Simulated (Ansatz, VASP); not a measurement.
KTaO3: VASP beside Ansatz

The input INCAR:

```
SYSTEM = KTaO3
PREC = Accurate ; ENCUT = 520
EDIFF = 1E-8 ; ISMEAR = -1
SIGMA = 0.01 ; LREAL = .False.
LASPH = .True. ; NELM = 60
ALGO = Normal ; ISIF = 2
LWAVE = .False. ; LCHARG = .False.
GGA = PE ; LEFG = .True.
NBANDS = 27
```

Contents of KPOINTS:

```
regular mesh
0
Gamma
  5 5 5
  0 0 0
```

POSCAR

```
KTaO3
1.0
    3.9883000000      0.0598245000      0.0598245000
    0.0598245000      3.9883000000      0.0598245000
    0.0598245000      0.0598245000      3.9883000000
K Ta O
1 1 3
Direct
    0.5000000000      0.5000000000      0.5000000000
    0.0000000000      0.0000000000      0.0000000000
    0.5000000000      0.0000000000      0.0000000000
    0.0000000000      0.5000000000      0.0000000000
    0.0000000000      0.0000000000      0.5000000000
```

Input for Ansatz:

```yaml
crystal:
  lattice:
    - [3.9883, 0.0598245, 0.0598245]
    - [0.0598245, 3.9883, 0.0598245]
    - [0.0598245, 0.0598245, 3.9883]
  atoms:
    - { symbol: K, position: [0.5, 0.5, 0.5] }
    - { symbol: Ta, position: [0.0, 0.0, 0.0] }
    - { symbol: O, position: [0.5, 0.0, 0.0] }
    - { symbol: O, position: [0.0, 0.5, 0.0] }
    - { symbol: O, position: [0.0, 0.0, 0.5] }
kpoints:
  mp_grid: { grid: [5, 5, 5] }
scf:
  occupations: { method: fermi_dirac, width: 0.01 }
hamiltonian:
  xc: pbe
  pseudopotentials: { kind: all_electron, datasets: crystal }
output:
  forces: true
  stress: true
  eigenvalues: true
  efg: { contact_densities: true }
```

Change from the starting cell: equal xy, yz and zx shear strains of +3 %, crystal datasets.

Alike in both runs: task electric field gradients; functional PBE; k mesh 5 × 5 × 5; occupations fermi-dirac, width 0.01 eV; no spin polarisation.

|  | VASP | Ansatz |
| --- | --- | --- |
| version | VASP 6.6.1 | Ansatz 0.2.0 |
| potentials or method | VASP PAW PBE potentials, release 64 (K_sv, Ta_pv, O), cutoff 520 eV | all-electron PAW with datasets made for the crystal, scalar-relativistic |

|  | VASP | Ansatz | Ansatz less VASP |
| --- | --- | --- | --- |
| gap on the k mesh at the Fermi level (eV) | 2.21 | 2.26 | +0.055 |
| pressure (GPa) | 6.2 | 5.6 | -0.60 |
| traceless stress, the component that is largest in VASP (GPa) | -3.01 | -3.00 | +0.009 |
| size of Vzz on the site where it differs most (V/Å²) | 68.0 | 75.3 | +7.36 |

Ansatz ran all-electron here, and VASP with PAW potentials.

Neither program's run includes spin-orbit coupling.
